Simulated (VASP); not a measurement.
# W in VASP: notebook

Runs on W. Level: PBEsol. Tasks: single point.

All numbers are computed with VASP 6.6.1; they aren't measurements. Logs are shortened: lines on timing, memory, paths and dates and some standing lists are left out, and cuts for length are marked.

**1. The cell of the first run**

The cell holds a slab with vacuum, 5 atoms: a = 2.731 Å, b = 2.731 Å, c = 24.921 Å, α = 90.00°, β = 90.00°, γ = 109.47°.

**2. Single point, PBEsol**

Contents of INCAR:

```
ALGO = Normal
EDIFF = 1E-7
ENCUT = 520
GGA = PS
ISIF = 2
ISMEAR = -1
LASPH = True
LCHARG = True
LELF = True
LREAL = False
LVHAR = True
LWAVE = False
NBANDS = 43
NELM = 80
PREC = Accurate
SIGMA = 0.1
```

Contents of KPOINTS:

```
k-points
0
Gamma
  14 14 1
```

Contents of POSCAR:

```
W
1.0
    2.7313605553      0.0000000000      0.0000000000
   -0.9104535184      2.5751514274      0.0000000000
    0.0000000000      0.0000000000     24.9206000000
W
5
Direct
    0.0000000000      0.0000000000      0.3239899838
    0.5000000000      0.5000000000      0.4102844123
    0.0000000000      0.0000000000      0.4999999999
    0.5000000000      0.5000000000      0.5897155871
    0.0000000000      0.0000000000      0.6760100168
```

Potentials or basis: VASP PAW PBE potentials, release 64 (W_sv).

Launch:

```bash
$ cat potpaw_PBE.64/W_sv/POTCAR > POTCAR
$ mpirun -np 1 vasp_std > vasp.out
```

OUTCAR:

```text
EDIFF = 1E-7
   ENCUT = 520
   GGA = PS
   ISIF = 2
   ISMEAR = -1
   LASPH = True
   LREAL = False
   NELM = 80
   PREC = Accurate

 ion  position               nearest neighbor table
   1  0.000  0.000  0.324-   2 2.67   2 2.67   2 3.10   2 3.10
   2  0.500  0.500  0.410-   1 2.67   1 2.67   3 2.74   3 2.74   1 3.10   1 3.10   3 3.16   3 3.16

   3  0.000  0.000  0.500-   4 2.74   4 2.74   2 2.74   2 2.74   4 3.16   4 3.16   2 3.16   2 3.16

   4  0.500  0.500  0.590-   5 2.67   5 2.67   3 2.74   3 2.74   5 3.10   5 3.10   3 3.16   3 3.16

   5  0.000  0.000  0.676-   4 2.67   4 2.67   4 3.10   4 3.10

  LATTYP: Found a base centered orthorhombic cell.
 ALAT       =     3.1539035038
 B/A-ratio  =     1.4142135623
 C/A-ratio  =     7.9015099765

  Lattice vectors:

 A1 = (   2.7313605553,   0.0000000000,   0.0000000000)
 A2 = (  -0.9104535184,   2.5751514274,   0.0000000000)
 A3 = (   0.0000000000,   0.0000000000,  24.9206000000)

Analysis of symmetry for initial positions (statically):
=====================================================================
 Subroutine PRICEL returns:
 Original cell was already a primitive cell.

 Routine SETGRP: Setting up the symmetry group for a
 base centered orthorhombic supercell.

 Subroutine GETGRP returns: Found  8 space group operations
 (whereof  8 operations were pure point group operations)
 out of a pool of  8 trial point group operations.

The static configuration has the point symmetry D_2h.

Analysis of symmetry for dynamics (positions and initial velocities):
=====================================================================
 Subroutine PRICEL returns:
 Original cell was already a primitive cell.

 Routine SETGRP: Setting up the symmetry group for a
 base centered orthorhombic supercell.

 Subroutine GETGRP returns: Found  8 space group operations
 (whereof  8 operations were pure point group operations)
 out of a pool of  8 trial point group operations.

The dynamic configuration has the point symmetry D_2h.

 Subroutine INISYM returns: Found  8 space group operations
 (whereof  8 operations are pure point group operations),
 and found     1 'primitive' translations

----------------------------------------------------------------------------------------

                                     Primitive cell

  volume of cell :     175.2832

  direct lattice vectors                    reciprocal lattice vectors
     2.731360555  0.000000000  0.000000000     0.366117903  0.129442226  0.000000000
    -0.910453518  2.575151427  0.000000000     0.000000000  0.388326678  0.000000000
     0.000000000  0.000000000 24.920600000     0.000000000  0.000000000  0.040127445

  length of vectors
     2.731360555  2.731360555 24.920600000     0.388326678  0.388326678  0.040127445

  position of ions in fractional coordinates (direct lattice)
     0.000000000  0.000000000  0.323989984
     0.500000000  0.500000000  0.410284412
     0.000000000  0.000000000  0.500000000
     0.500000000  0.500000000  0.589715587
     0.000000000  0.000000000  0.676010017

  ion indices of the primitive-cell ions
   primitive index   ion index
                 1           1
                 2           2
                 3           3
                 4           4
                 5           5

----------------------------------------------------------------------------------------

 KPOINTS: k-points

Automatic generation of k-mesh.
 Grid dimensions read from file:
 generate k-points for:   14   14    1

 Generating k-lattice:

  Cartesian coordinates                     Fractional coordinates (reciprocal lattice)
     0.026151279  0.009245873  0.000000000     0.071428571  0.000000000  0.000000000
     0.000000000  0.027737620  0.000000000     0.000000000  0.071428571  0.000000000
     0.000000000  0.000000000  0.040127445     0.000000000  0.000000000  1.000000000

  Length of vectors
     0.027737620  0.027737620  0.040127445

  Shift w.r.t. Gamma in fractional coordinates (k-lattice)
     0.000000000  0.000000000  0.000000000

 Subroutine IBZKPT returns following result:
 ===========================================

 Found     57 irreducible k-points:

 Following reciprocal coordinates:
            Coordinates               Weight
  0.000000  0.000000  0.000000      1.000000
  0.071429 -0.000000  0.000000      4.000000
  0.142857  0.000000  0.000000      4.000000
  0.214286  0.000000  0.000000      4.000000
  0.285714  0.000000  0.000000      4.000000
  0.357143  0.000000  0.000000      4.000000
[... 16 lines left out ...]
  0.214286  0.142857  0.000000      4.000000
  0.285714  0.142857  0.000000      4.000000
 [... further k-points ...]
   k-points           NKPTS =     57   k-points in BZ     NKDIM =     57   number of bands    NBANDS=     43
   number of dos      NEDOS =    301   number of ions     NIONS =      5
   total plane-waves  NPLWV =  76800
   dimension x,y,z NGX =    20 NGY =   20 NGZ =  192
   dimension x,y,z NGXF=    40 NGYF=   40 NGZF=  384
   ions per type =               5
   NGX,Y,Z   is equivalent  to a cutoff of  12.17, 12.17, 12.81 a.u.
   NGXF,Y,Z  is equivalent  to a cutoff of  24.35, 24.35, 25.62 a.u.
 SYSTEM =  unknown system
   PREC   = accura    normal or accurate (medium, high low for compatibility)
   ISTART =      0    job   : 0-new  1-cont  2-samecut
   ICHARG =      2    charge: 1-file 2-atom 10-const
   ISPIN  =      1    spin polarized calculation?
   LNONCOLLINEAR =      F non collinear calculations
   LSORBIT =      F    spin-orbit coupling
   LASPH  =      T    aspherical Exc in radial PAW
   ENCUT  =  520.0 eV  38.22 Ry    6.18 a.u.   5.08  5.08 46.34*2*pi/ulx,y,z
   NELM   =     80;   NELMIN=  2; NELMDL= -5     # of ELM steps
   EDIFF  = 0.1E-06   stopping-criterion for ELM
   LREAL  =      F    real-space projection
   EDIFFG = 0.1E-05   stopping-criterion for IOM
   NSW    =      0    number of steps for IOM
   IBRION =     -1    ionic relax: 0-MD 1-quasi-New 2-CG
   NFREE  =      0    steps in history (QN), initial steepest desc. (CG)
   ISIF   =      2    stress and relaxation
   ISYM   =      2    0-nonsym 1-usesym 2-fastsym
   POTIM  = 0.5000    time-step for ionic-motion
   TEBEG  =    0.0;   TEEND  =   0.0 temperature during run
   PSTRESS=    0.0 pullay stress
   NELECT =      70.0000    total number of electrons
   NUPDOWN=      -1.0000    fix difference up-down
   EMIN   =  10.00;   EMAX   =-10.00  energy-range for DOS
   EFERMI =   0.00;   METHOD = LEGACY
   ISMEAR =    -1;   SIGMA  =   0.10  broadening in eV -4-tet -1-fermi 0-gaus
   EFERMI_NEDOS =   21; number of points for ismear=-14 and -15
   IALGO  =     38    algorithm
   IMIX   =      4    mixing-type and parameters
     AMIX     =   0.40;   BMIX     =  1.00
     AMIX_MAG =   1.60;   BMIX_MAG =  1.00
  volume/ion in A,a.u.               =      35.06       236.57
  Fermi-wavevector in a.u.,A,eV,Ry     =   1.205575  2.278206 19.774844  1.453410
  Thomas-Fermi vector in A             =   2.341267
   LORBIT       =      0    0 simple, 1 ext, 2 COOP (PROOUT), +10 PAW based schemes
   GGA     = PS    functional components
   LHFCALC =     F    Hartree Fock is set to
   AEXX    =    0.0000 exact exchange contribution
   IVDW    =     0    specifies the selected vdW correction
   LEPSILON=     F    determine dielectric tensor
   LRPA    =     F    only Hartree local field effects (RPA)
 non-spin polarized calculation
  energy-cutoff  :      520.00
  volume of cell :      175.28
 maximum number of plane-waves:      4774
   NGX = 11   NGY = 11   NGZ = 93

 number of electron      70.0000016 magnetization

 Free energy of the ion-electron system (eV)
  ---------------------------------------------------
  ext. energy  EPLUGINS =         0.00000000
  ---------------------------------------------------
  free energy    TOTEN  =       -65.92375963 eV

  energy without entropy =      -65.81144613  energy(sigma->0) =      -65.86760288

 E-fermi :   2.4932     XC(G=0):  -7.0032

 val. band max:        2.4743401687   @ k =   0.4286   0.4286   0.0000
 cond. band min:       2.5117212403   @ k =   0.3571   0.3571   0.0000
 fundamental gap:      0.0373810716
 Fermi energy:         2.4931892466

 k-point     1 :       0.0000    0.0000    0.0000
  band No.  band energies     occupation
      1     -71.6676      2.00000
      2     -71.6360      2.00000
      3     -71.5656      2.00000
      4     -71.4392      2.00000
      5     -71.4382      2.00000
      6     -36.4864      2.00000
[... 35 lines left out ...]
     42       4.4645      0.00000
     43       4.7112      0.00000

 k-point     2 :       0.0714   -0.0000    0.0000
  band No.  band energies     occupation
      1     -71.6627      2.00000
      2     -71.6319      2.00000
      3     -71.5628      2.00000
      4     -71.4363      2.00000
      5     -71.4354      2.00000
      6     -36.4684      2.00000
[... 35 lines left out ...]
     42       4.3931      0.00000
     43       4.6131      0.00000

 k-point     3 :       0.1429    0.0000    0.0000
  band No.  band energies     occupation
      1     -71.6488      2.00000
      2     -71.6205      2.00000
      3     -71.5554      2.00000
      4     -71.4283      2.00000
      5     -71.4276      2.00000
      6     -36.4169      2.00000
[... 35 lines left out ...]
     42       4.3033      0.00000
     43       4.5985      0.00000

 k-point     4 :       0.2143    0.0000    0.0000
  band No.  band energies     occupation
      1     -71.6279      2.00000
      2     -71.6039      2.00000
      3     -71.5452      2.00000
      4     -71.4167      2.00000
      5     -71.4162      2.00000
      6     -36.3412      2.00000
[... 863 lines left out ...]
     42       5.0555      0.00000
     43       5.1278      0.00000

 k-point    23 :       0.2143    0.1429    0.0000
  band No.  band energies     occupation
      1     -71.5977      2.00000
      2     -71.5839      2.00000
      3     -71.5396      2.00000
      4     -71.4058      2.00000
      5     -71.4057      2.00000
      6     -36.2535      2.00000
[... 35 lines left out ...]
     42       5.2820      0.00000
     43       5.3522      0.00000

 k-point    24 :       0.2857    0.1429    0.0000
  band No.  band energies     occupation
      1     -71.5735      2.00000
      2     -71.5668      2.00000
      3     -71.5316      2.00000
      4     -71.3930      2.00000
      5     -71.3930      2.00000
      6     -36.3298      2.00000
[... 35 lines left out ...]
     42       5.4714      0.00000
     43       5.5236      0.00000

 [... further k-points ...]
[... 5 lines left out ...]
  --------------------------------------------------------------------------------------
  -------------------------------------------------------------------------------------
  Total       -3.1531576     -3.5502480      0.2876719     -0.5615706      0.0000000      0.0000000
  in kB      -28.8214593    -32.4510667      2.6294672     -5.1330401      0.0000000      0.0000000
  external PRESSURE =     -19.5476863 kB  Pullay stress =       0.0000000 kB

 VOLUME and BASIS-vectors are now :
 -----------------------------------------------------------------------------
  energy-cutoff  :      520.00
  volume of cell :      175.28
      direct lattice vectors                 reciprocal lattice vectors
     2.731360555  0.000000000  0.000000000     0.366117903  0.129442226  0.000000000
    -0.910453518  2.575151427  0.000000000     0.000000000  0.388326678  0.000000000
     0.000000000  0.000000000 24.920600000     0.000000000  0.000000000  0.040127445

 POSITION                                       TOTAL-FORCE (eV/Angst)
 -----------------------------------------------------------------------------------
      0.00000      0.00000      8.07402         0.000000      0.000000     -0.041813
      0.91045      1.28758     10.22453         0.000000      0.000000      0.005064
      0.00000      0.00000     12.46030         0.000000      0.000000      0.000000
      0.91045      1.28758     14.69607        -0.000000      0.000000     -0.005064
      0.00000      0.00000     16.84658         0.000000      0.000000      0.041813
 -----------------------------------------------------------------------------------
    total drift:                               -0.000000      0.000000      0.000005

  FREE ENERGIE OF THE ION-ELECTRON SYSTEM (eV)
  ---------------------------------------------------
  free  energy   TOTEN  =       -65.9237596265 eV

  energy  without entropy=      -65.8114461283  energy(sigma->0) =      -65.86760288
```

It took 9.2 min on 1 thread of Intel Xeon Platinum 8488C (Sapphire Rapids), shared host; peak memory 0.44 GiB.

Results:

```
Free energy            : -65.9238 eV
Largest force          : 0.042 eV/Å
Band gap on the k mesh : zero (band 35 reaches 3.71 eV, above the bottom of band 36 at 1.76 eV)
```

Forces on the atoms (eV/Å):
```
W    0.000  0.000 -0.042
W    0.000  0.000  0.005
W    0.000  0.000  0.000
W    0.000  0.000 -0.005
W    0.000  0.000  0.042
```

Caveat: the PAW data sets were made with another functional, which shifts forces and pressure a little; spin-orbit coupling is left out, which moves the levels of the heavy elements.

(Part 1 of 3 ends here.)
